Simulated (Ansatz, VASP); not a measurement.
AlN: VASP beside Ansatz

```xyz
2
Lattice="0.0000 2.1840 2.1840 2.1840 0.0000 2.1840 2.1840 2.1840 0.0000" Properties=species:S:1:pos:R:3 pbc="T T T"
Al    0.0000    0.0000    0.0000
N     2.9760    3.2760    3.2760
```

Alike in both runs: task single point; functional r2SCAN; k mesh 10 × 10 × 10; occupations gaussian, width 0.05 eV; no spin polarisation.

|  | VASP | Ansatz |
| --- | --- | --- |
| version | VASP 6.6.1 | Ansatz 0.2.0 |
| potentials or method | VASP PAW PBE potentials, release 64 (Al, N), cutoff 520 eV | scalar-relativistic, plane waves, PAW |
| valence electrons in the cell | 8 | 8 |

|  | VASP | Ansatz | Ansatz less VASP |
| --- | --- | --- | --- |
| gap on the k mesh at the Fermi level (eV) | 3.19 | 3.20 | +0.008 |
| least direct gap on the mesh (eV) | 4.01 | 3.98 | -0.032 |
| pressure (GPa) | 11.0 | 11.1 | +0.10 |
| traceless stress, the component that is largest in VASP (GPa) | -23.13 | -22.56 | +0.570 |
| rms of the force components (eV/Å) | 2.395 | 2.362 | -0.0335 |

VASP's potentials were made for PBE, not for r2SCAN. Atom by atom the forces differ by 0.033 eV/Å (rms over components). The functional is the same, so the differences come from potentials, cutoffs and numerics.
